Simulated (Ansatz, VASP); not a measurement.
# Two plane-wave programs on NaBeH2

```
CELL_PARAMETERS angstrom
1.86110 1.07451 3.78305
-1.86110 1.07451 3.78305
0.00000 -2.14901 3.78305
ATOMIC_POSITIONS crystal
Na 0.00000 0.00000 0.00000
Be 0.50000 0.50000 0.50000
H 0.64673 0.64673 0.64673
H 0.35327 0.35327 0.35327
```

Alike in both runs: task single point; functional PBE; k mesh 6 × 6 × 6; occupations gaussian, width 0.1 eV; no spin polarisation.

|  | VASP | Ansatz |
| --- | --- | --- |
| version | VASP 6.6.1 | Ansatz 0.2.0 |
| potentials or method | VASP PAW PBE potentials, release 64 (Na_pv, Be, H), cutoff 520 eV | scalar-relativistic, plane waves, PAW |
| valence electrons in the cell | 11 | 13 |

|  | VASP | Ansatz | Ansatz less VASP |
| --- | --- | --- | --- |
| gap on the k mesh at the Fermi level (eV) | none | none | - |
| pressure (GPa) | -0.8 | -0.7 | +0.02 |
| traceless stress, the component that is largest in VASP (GPa) | -12.39 | -12.39 | +0.004 |
| rms of the force components (eV/Å) | 0.882 | 0.883 | +0.0009 |

Atom by atom the forces differ by 0.001 eV/Å (rms over components). A gap of «none» marks a metal or a gap that the smearing closes. VASP's potentials hold 11 valence electrons a cell and Ansatz's 13, so a difference there can come from the potentials and not from the codes.
